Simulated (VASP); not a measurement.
Wanted: the native input for a VASP 6.6.1 run.

* Task: single point
* Functional: PBE
* Potentials or basis: VASP PAW PBE potentials, release 64 (Al, Cd)
* Cutoff: 520 eV
* k mesh: 6 × 6 × 2
* Occupations: gaussian, width 0.1 eV
* Spin: no spin polarisation
* Dipole correction: no
* Further INCAR settings: ALGO = Normal; EDIFF = 1e-07; NBANDS = 36

The structure of AlCd2 lies in POSCAR:

```
AlCd2
1.0
    3.3288899662      0.0000000000      0.0000000000
   -1.6644449831      2.8829032771      0.0000000000
    0.0000000000      0.0000000000     13.5849515997
Al Cd
2 4
Direct
    0.3333333333      0.6666666667      0.2500000000
    0.6666666667      0.3333333333      0.7500000000
    0.3333333333      0.6666666667      0.5880595897
    0.6666666667      0.3333333333      0.0880595897
    0.3333333333      0.6666666667      0.9119404103
    0.6666666667      0.3333333333      0.4119404103
```

These files were run (other wordings do the same):

INCAR

```
PREC     = Accurate       # precision mode
ENCUT    = 520            # plane-wave cutoff, eV
EDIFF    = 1E-7           # SCF threshold, eV
ISMEAR   = 0              # smearing method
SIGMA    = 0.1            # smearing width, eV
LREAL    = F              # projectors in reciprocal space
LASPH    = T              # aspherical terms in the spheres
NELM     = 60             # most SCF steps
ALGO     = Normal         # electronic algorithm
ISIF     = 2              # what is computed and relaxed
LWAVE    = F              # write WAVECAR
LCHARG   = T              # write CHGCAR
GGA      = PE             # functional
LELF     = T              # ELF
LVHAR    = T            
NBANDS   = 36             # bands
```

KPOINTS

```
regular mesh
0
Gamma
  6 6 2
```

Potentials or basis: VASP PAW PBE potentials, release 64 (Al, Cd).

Run with:

```bash
$ cat potpaw_PBE.64/Al/POTCAR potpaw_PBE.64/Cd/POTCAR > POTCAR
$ mpirun -np 1 vasp_std > vasp.out
```

Results of the run:

```json
{
 "Pressure": "0.1 GPa",
 "Band gap on the k mesh": "zero (bands 27 and 28 overlap by 3.83 eV)"
}
```

Caveat: the k points lie up to 0.36 Å⁻¹ apart, too coarse for converged energies and pressures of a metal.

Run time: 57 s on 1 thread of AMD EPYC 9R45 96-Core Processor (Zen 5), with other jobs on the host, peak memory 0.25 GiB.
